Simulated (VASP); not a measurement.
Set up this calculation in VASP 6.6.1, as the native input.

* Task: electric field gradients
* Functional: PBEsol
* Potentials or basis: VASP PAW PBE potentials, release 64 (Zn)
* Cutoff: 520 eV
* k mesh: 18 × 18 × 8
* Occupations: fermi-dirac, width 0.03 eV
* Spin: no spin polarisation
* Dipole correction: no
* Further INCAR settings: ALGO = Normal; EDIFF = 1e-08; NBANDS = 19

The structure of Zn lies in POSCAR:

```
Zn
1.0
    2.6469129636      0.0000000000      0.0000000000
   -1.3234564818      2.2922938681      0.0000000000
    0.0000000000      0.0000000000      4.9134996708
Zn
2
Direct
    0.3333333333      0.6666666667      0.2500000000
    0.6666666667      0.3333333333      0.7500000000
```

This cell differs from its parent crystal: volume scaled by 0.98.

The input as run:

INCAR

```
ALGO = Normal
EDIFF = 1E-8
ENCUT = 520
GGA = PS
ISIF = 2
ISMEAR = -1
LASPH = T
LCHARG = F
LEFG = T
LREAL = F
LWAVE = F
NBANDS = 19
NELM = 100
PREC = Accurate
SIGMA = 0.03
```

KPOINTS

```
k-points
0
Gamma
  18 18 8
```

Potentials or basis: VASP PAW PBE potentials, release 64 (Zn).

Launch:

```console
$ cat potpaw_PBE.64/Zn/POTCAR > POTCAR
$ mpirun -np 1 vasp_std > vasp.out
```

Results of the run:

```yaml
Pressure: -3.7 GPa
Band_gap_on_the_k_mesh: zero (band 12 reaches 4.71 eV, above the bottom of band 13 at 0.06 eV)
```

Caveat: without QUAD_EFG the Cq values of the log hold for a quadrupole moment of 1 mb, not for the nuclei; the PAW data sets were made with another functional, which shifts forces and pressure a little.

Wall time 35 s on 1 thread of Intel(R) Xeon(R) 6975P-C (Granite Rapids), on a shared host, peak memory 0.2 GiB.
